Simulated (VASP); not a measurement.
# Ca (I4/mmm) in VASP: further runs

Runs on Ca. Level: PBE. Tasks: single point.

Program: VASP 6.6.1. These are calculated values, not measurements. Logs are shortened: lines on timing, memory, paths and dates and some standing lists are left out, and cuts for length are marked.

**1. The cell of the first run**

It takes space group I4/mmm (No. 139, tetragonal). The conventional cell has a = 3.952 Å, b = 3.952 Å, c = 5.449 Å, α = 90.00°, β = 90.00°, γ = 90.00°. Within 5.1 Å of Ca (site symmetry 4/mmm) lie 12 Ca at 3.90 to 3.95 Å.

**2. Single point, PBE (strain -0.0250 x Voigt [1, 0, 0, 0, 0, 0])**

INCAR

```
ALGO = Normal
EDIFF = 1E-6
ENCUT = 520
GGA = PE
ISIF = 2
ISMEAR = 0
LASPH = True
LCHARG = True
LELF = True
LREAL = False
LVHAR = True
LWAVE = False
NBANDS = 11
NELM = 100
PREC = Accurate
SIGMA = 0.15
```

KPOINTS

```
k-points
0
Gamma
  14 14 14
```

POSCAR

```
Ca
1.0
    0.0000000000      2.7942000000      2.7942000000
    2.7243450000      0.0000000000      2.7942000000
    2.7243450000      2.7942000000      0.0000000000
Ca
1
Direct
    0.0000000000      0.0000000000      0.0000000000
```

Potentials or basis: VASP PAW PBE potentials, release 64 (Ca_sv).

Command:

```bash
$ cat potpaw_PBE.64/Ca_sv/POTCAR > POTCAR
$ mpirun -np 1 vasp_std > vasp.out
```

OUTCAR:

```text
EDIFF = 1E-6
   ENCUT = 520
   GGA = PE
   ISIF = 2
   ISMEAR = 0
   LASPH = True
   LREAL = False
   NELM = 100
   PREC = Accurate

 ion  position               nearest neighbor table
   1  0.000  0.000  0.000-

  LATTYP: Found a body centered tetragonal cell.
 ALAT       =     3.9515955360
 C/A-ratio  =     1.3788582233

  Lattice vectors:

 A1 = (  -2.7243450000,   0.0000000000,  -2.7942000000)
 A2 = (  -2.7243450000,   0.0000000000,   2.7942000000)
 A3 = (   2.7243450000,   2.7942000000,   0.0000000000)

Analysis of symmetry for initial positions (statically):
=====================================================================
 Subroutine PRICEL returns:
 Original cell was already a primitive cell.

 Routine SETGRP: Setting up the symmetry group for a
 body centered tetragonal supercell.

 Subroutine GETGRP returns: Found 16 space group operations
 (whereof 16 operations were pure point group operations)
 out of a pool of 16 trial point group operations.

The static configuration has the point symmetry D_4h.

Analysis of symmetry for dynamics (positions and initial velocities):
=====================================================================
 Subroutine PRICEL returns:
 Original cell was already a primitive cell.

 Routine SETGRP: Setting up the symmetry group for a
 body centered tetragonal supercell.

 Subroutine GETGRP returns: Found 16 space group operations
 (whereof 16 operations were pure point group operations)
 out of a pool of 16 trial point group operations.

The dynamic configuration has the point symmetry D_4h.

 Subroutine INISYM returns: Found 16 space group operations
 (whereof 16 operations are pure point group operations),
 and found     1 'primitive' translations

----------------------------------------------------------------------------------------

                                     Primitive cell

  volume of cell :      42.5409

  direct lattice vectors                    reciprocal lattice vectors
     0.000000000  2.794200000  2.794200000    -0.183530353  0.178942094  0.178942094
     2.724345000  0.000000000  2.794200000     0.183530353 -0.178942094  0.178942094
     2.724345000  2.794200000  0.000000000     0.183530353  0.178942094 -0.178942094

  length of vectors
     3.951595536  3.902513205  3.902513205     0.312608280  0.312608280  0.312608280

  position of ions in fractional coordinates (direct lattice)
     0.000000000  0.000000000  0.000000000

  ion indices of the primitive-cell ions
   primitive index   ion index
                 1           1

----------------------------------------------------------------------------------------

 KPOINTS: k-points

Automatic generation of k-mesh.
 Grid dimensions read from file:
 generate k-points for:   14   14   14

 Generating k-lattice:

  Cartesian coordinates                     Fractional coordinates (reciprocal lattice)
    -0.013109311  0.012781578  0.012781578     0.071428571  0.000000000  0.000000000
     0.013109311 -0.012781578  0.012781578     0.000000000  0.071428571  0.000000000
     0.013109311  0.012781578 -0.012781578     0.000000000  0.000000000  0.071428571

  Length of vectors
     0.022329163  0.022329163  0.022329163

  Shift w.r.t. Gamma in fractional coordinates (k-lattice)
     0.000000000  0.000000000  0.000000000

 Subroutine IBZKPT returns following result:
 ===========================================

 Found    244 irreducible k-points:

 Following reciprocal coordinates:
            Coordinates               Weight
  0.000000  0.000000  0.000000      1.000000
  0.071429 -0.000000 -0.000000      8.000000
  0.142857 -0.000000 -0.000000      8.000000
  0.214286 -0.000000 -0.000000      8.000000
  0.285714 -0.000000 -0.000000      8.000000
  0.357143 -0.000000 -0.000000      8.000000
[... 16 lines left out ...]
  0.214286  0.142857 -0.000000     16.000000
  0.285714  0.142857 -0.000000     16.000000
 [... further k-points ...]
   k-points           NKPTS =    244   k-points in BZ     NKDIM =    244   number of bands    NBANDS=     11
   number of dos      NEDOS =    301   number of ions     NIONS =      1
   total plane-waves  NPLWV =  27000
   dimension x,y,z NGX =    30 NGY =   30 NGZ =   30
   dimension x,y,z NGXF=    60 NGYF=   60 NGZF=   60
   ions per type =               1
   NGX,Y,Z   is equivalent  to a cutoff of  12.62, 12.78, 12.78 a.u.
   NGXF,Y,Z  is equivalent  to a cutoff of  25.24, 25.56, 25.56 a.u.
 SYSTEM =  unknown system
   PREC   = accura    normal or accurate (medium, high low for compatibility)
   ISTART =      0    job   : 0-new  1-cont  2-samecut
   ICHARG =      2    charge: 1-file 2-atom 10-const
   ISPIN  =      1    spin polarized calculation?
   LNONCOLLINEAR =      F non collinear calculations
   LSORBIT =      F    spin-orbit coupling
   LASPH  =      T    aspherical Exc in radial PAW
   ENCUT  =  520.0 eV  38.22 Ry    6.18 a.u.   7.35  7.26  7.26*2*pi/ulx,y,z
   NELM   =    100;   NELMIN=  2; NELMDL= -5     # of ELM steps
   EDIFF  = 0.1E-05   stopping-criterion for ELM
   LREAL  =      F    real-space projection
   EDIFFG = 0.1E-04   stopping-criterion for IOM
   NSW    =      0    number of steps for IOM
   IBRION =     -1    ionic relax: 0-MD 1-quasi-New 2-CG
   NFREE  =      0    steps in history (QN), initial steepest desc. (CG)
   ISIF   =      2    stress and relaxation
   ISYM   =      2    0-nonsym 1-usesym 2-fastsym
   POTIM  = 0.5000    time-step for ionic-motion
   TEBEG  =    0.0;   TEEND  =   0.0 temperature during run
   PSTRESS=    0.0 pullay stress
   NELECT =      10.0000    total number of electrons
   NUPDOWN=      -1.0000    fix difference up-down
   EMIN   =  10.00;   EMAX   =-10.00  energy-range for DOS
   EFERMI =   0.00;   METHOD = LEGACY
   ISMEAR =     0;   SIGMA  =   0.15  broadening in eV -4-tet -1-fermi 0-gaus
   EFERMI_NEDOS =   21; number of points for ismear=-14 and -15
   IALGO  =     38    algorithm
   IMIX   =      4    mixing-type and parameters
     AMIX     =   0.40;   BMIX     =  1.00
     AMIX_MAG =   1.60;   BMIX_MAG =  1.00
  volume/ion in A,a.u.               =      42.54       287.08
  Fermi-wavevector in a.u.,A,eV,Ry     =   1.010351  1.909287 13.888964  1.020810
  Thomas-Fermi vector in A             =   2.143335
   LORBIT       =      0    0 simple, 1 ext, 2 COOP (PROOUT), +10 PAW based schemes
   GGA     = PE    functional components
   LHFCALC =     F    Hartree Fock is set to
   AEXX    =    0.0000 exact exchange contribution
   IVDW    =     0    specifies the selected vdW correction
   LEPSILON=     F    determine dielectric tensor
   LRPA    =     F    only Hartree local field effects (RPA)
 non-spin polarized calculation
 Gauss-broadening in eV      SIGMA  =   0.15
  energy-cutoff  :      520.00
  volume of cell :       42.54
 maximum number of plane-waves:      1170
 NGX is ok and might be reduce to    30
   NGX = 15   NGY = 15   NGZ = 15

 number of electron      10.0000000 magnetization

 number of electron       9.9999998 magnetization

 Free energy of the ion-electron system (eV)
  ---------------------------------------------------
  ext. energy  EPLUGINS =         0.00000000
  ---------------------------------------------------
  free energy    TOTEN  =        -1.93702318 eV

  energy without entropy =       -1.92219221  energy(sigma->0) =       -1.92960769

 E-fermi :   1.9264     XC(G=0):  -7.7109

 val. band max:        1.9263546824   @ k =  -0.2143   0.4286   0.2857
 cond. band min:       1.9283023478   @ k =  -0.4286   0.2143   0.0714
 fundamental gap:      0.0019476654
 Fermi energy:         1.9264461856

 k-point     1 :       0.0000    0.0000    0.0000
  band No.  band energies     occupation
      1     -40.1073      2.00000
      2     -21.0259      2.00000
      3     -21.0259      2.00000
      4     -21.0239      2.00000
      5      -2.0832      2.00000
      6       4.2199      0.00000
      7       4.2199      0.00000
      8       4.3298      0.00000
      9       5.2408      0.00000
     10       5.3827      0.00000
     11      11.0172      0.00000

 k-point     2 :       0.0714   -0.0000   -0.0000
  band No.  band energies     occupation
      1     -40.1066      2.00000
      2     -21.0321      2.00000
      3     -21.0270      2.00000
      4     -21.0253      2.00000
      5      -1.9963      2.00000
      6       4.1497      0.00000
      7       4.2525      0.00000
      8       4.3399      0.00000
      9       5.2146      0.00000
     10       5.3508      0.00000
     11      11.1215      0.00000

 k-point     3 :       0.1429   -0.0000   -0.0000
  band No.  band energies     occupation
      1     -40.1048      2.00000
      2     -21.0509      2.00000
      3     -21.0299      2.00000
      4     -21.0276      2.00000
      5      -1.7400      2.00000
      6       3.9051      0.00000
      7       4.3235      0.00000
      8       4.4094      0.00000
      9       5.1731      0.00000
     10       5.2880      0.00000
     11      10.9327      0.00000

 k-point     4 :       0.2143   -0.0000   -0.0000
  band No.  band energies     occupation
      1     -40.1022      2.00000
      2     -21.0779      2.00000
      3     -21.0342      2.00000
      4     -21.0309      2.00000
      5      -1.3274      2.00000
      6       3.5474      0.00000
      7       4.3513      0.00000
      8       4.4591      0.00000
      9       5.2197      0.00000
     10       5.2907      0.00000
     11       9.8174      0.00000
[... 239 lines left out ...]
 k-point    22 :       0.1429    0.1429    0.0000
  band No.  band energies     occupation
      1     -40.1041      2.00000
      2     -21.0506      2.00000
      3     -21.0341      2.00000
      4     -21.0335      2.00000
      5      -1.6347      2.00000
      6       3.8076      0.00000
      7       4.4201      0.00000
      8       4.5036      0.00000
      9       4.8270      0.00000
     10       5.4602      0.00000
     11      11.5442      0.00000

 k-point    23 :       0.2143    0.1429   -0.0000
  band No.  band energies     occupation
      1     -40.1022      2.00000
      2     -21.0677      2.00000
      3     -21.0383      2.00000
      4     -21.0376      2.00000
      5      -1.3357      2.00000
      6       3.5894      0.00000
      7       4.4274      0.00000
      8       4.5634      0.00000
      9       4.7636      0.00000
     10       5.5135      0.00000
     11      10.8080      0.00000

 k-point    24 :       0.2857    0.1429   -0.0000
  band No.  band energies     occupation
      1     -40.0997      2.00000
      2     -21.0916      2.00000
      3     -21.0431      2.00000
      4     -21.0420      2.00000
      5      -0.8900      2.00000
      6       3.3031      0.00000
      7       4.1878      0.00000
      8       4.5972      0.00000
      9       4.9974      0.00000
     10       5.6220      0.00000
     11       9.6070      0.00000

 [... further k-points ...]
[... 5 lines left out ...]
  --------------------------------------------------------------------------------------
  -------------------------------------------------------------------------------------
  Total       -0.0086583     -0.0536650     -0.0536650     -0.0000000      0.0000000      0.0000000
  in kB       -0.3260900     -2.0211313     -2.0211313     -0.0000000      0.0000000      0.0000000
  external PRESSURE =      -1.4561176 kB  Pullay stress =       0.0000000 kB

 VOLUME and BASIS-vectors are now :
 -----------------------------------------------------------------------------
  energy-cutoff  :      520.00
  volume of cell :       42.54
      direct lattice vectors                 reciprocal lattice vectors
     0.000000000  2.794200000  2.794200000    -0.183530353  0.178942094  0.178942094
     2.724345000  0.000000000  2.794200000     0.183530353 -0.178942094  0.178942094
     2.724345000  2.794200000  0.000000000     0.183530353  0.178942094 -0.178942094

 POSITION                                       TOTAL-FORCE (eV/Angst)
 -----------------------------------------------------------------------------------
      0.00000      0.00000      0.00000         0.000000      0.000000      0.000000
 -----------------------------------------------------------------------------------
    total drift:                               -0.000000     -0.000000     -0.000000

  FREE ENERGIE OF THE ION-ELECTRON SYSTEM (eV)
  ---------------------------------------------------
  free  energy   TOTEN  =        -1.9370231795 eV

  energy  without entropy=       -1.9221922098  energy(sigma->0) =       -1.92960769
```

Wall time 75 s (1 thread of AMD EPYC 9R45 (Zen 5), shared host); peak memory 0.22 GiB.

What came out:

- Free energy: -1.9370 eV
- Pressure: -0.1 GPa
- Band gap on the k mesh: zero (band 5 reaches 2.09 eV, above the bottom of band 6 at 1.76 eV)

Levels at points of the mesh, in eV from the Fermi level:
```tsv
k point	band 2	band 3	band 4	band 5	band 6	band 7	band 8	band 9
(0.00, 0.00, 0.00)	-22.95	-22.95	-22.95	-4.01	2.29	2.29	2.40	3.31
(0.50, 0.00, 0.00)	-23.09	-22.97	-22.97	-0.98	-0.16	2.14	2.29	4.04
(0.50, 0.50, 0.00)	-23.08	-23.00	-23.00	-0.47	0.60	0.87	4.06	4.20
(0.00, 0.50, 0.50)	-23.08	-23.01	-23.01	-0.40	0.55	1.12	4.05	4.25
```

Caveat: the cell differs from its parent crystal (strain -0.0250 x Voigt [1, 0, 0, 0, 0, 0]).

**3. Single point, PBE (strain +0.0250 x Voigt [1, 0, 0, 0, 0, 0])**

INCAR

```
SYSTEM = Ca
ALGO     = Normal         ! electronic algorithm
EDIFF    = 1E-6           ! SCF threshold, eV
ENCUT    = 520            ! plane-wave cutoff, eV
GGA      = PE             ! functional
ISIF     = 2              ! what is computed and relaxed
ISMEAR   = 0              ! smearing method
LASPH    = .TRUE.         ! aspherical terms in the spheres
LCHARG   = .FALSE.        ! write CHGCAR
LREAL    = .FALSE.        ! projectors in reciprocal space
LWAVE    = .FALSE.        ! write WAVECAR
NBANDS   = 11             ! bands
NELM     = 80             ! most SCF steps
PREC     = Accurate       ! precision mode
SIGMA    = 0.15           ! smearing width, eV
```

KPOINTS

```
k-points
0
G
  14 14 14
  0 0 0
```

POSCAR

```
Ca
1.0
    0.0000000000      2.7942000000      2.7942000000
    2.8640550000      0.0000000000      2.7942000000
    2.8640550000      2.7942000000      0.0000000000
Ca
1
Direct
    0.0000000000      0.0000000000      0.0000000000
```

Potentials or basis: VASP PAW PBE potentials, release 64 (Ca_sv).

Command:

```bash
$ cat potpaw_PBE.64/Ca_sv/POTCAR > POTCAR
$ mpirun -np 1 vasp_std > vasp.out
```

Run time: 74 s. Hardware: 1 thread of AMD EPYC 9R45 (Zen 5), shared host; peak memory 0.22 GiB.

The run converged. Its results:

```
Free energy            : -1.9300 eV
Pressure               : -0.9 GPa
Band gap on the k mesh : zero (band 5 reaches 1.94 eV, above the bottom of band 6 at 1.54 eV)
```

Stress tensor (GPa, compression positive):
```
-1.06  0.00  0.00
 0.00 -0.85  0.00
 0.00  0.00 -0.85
```

Levels at points of the mesh, in eV from the Fermi level:
| k point | band 2 | band 3 | band 4 | band 5 | band 6 | band 7 | band 8 | band 9 |
| --- | --- | --- | --- | --- | --- | --- | --- | --- |
| (0.00, 0.00, 0.00) | -23.08 | -23.07 | -23.07 | -3.92 | 2.19 | 2.30 | 2.30 | 3.19 |
| (0.50, 0.00, 0.00) | -23.19 | -23.09 | -23.09 | -0.96 | -0.20 | 2.09 | 2.22 | 3.87 |
| (0.50, 0.50, 0.00) | -23.18 | -23.12 | -23.11 | -0.38 | 0.59 | 0.95 | 3.88 | 4.02 |
| (0.00, 0.50, 0.50) | -23.18 | -23.11 | -23.11 | -0.45 | 0.64 | 0.72 | 3.90 | 4.06 |

Caveat: the cell differs from its parent crystal (strain +0.0250 x Voigt [1, 0, 0, 0, 0, 0]).

(Part 1 of 2 ends here.)
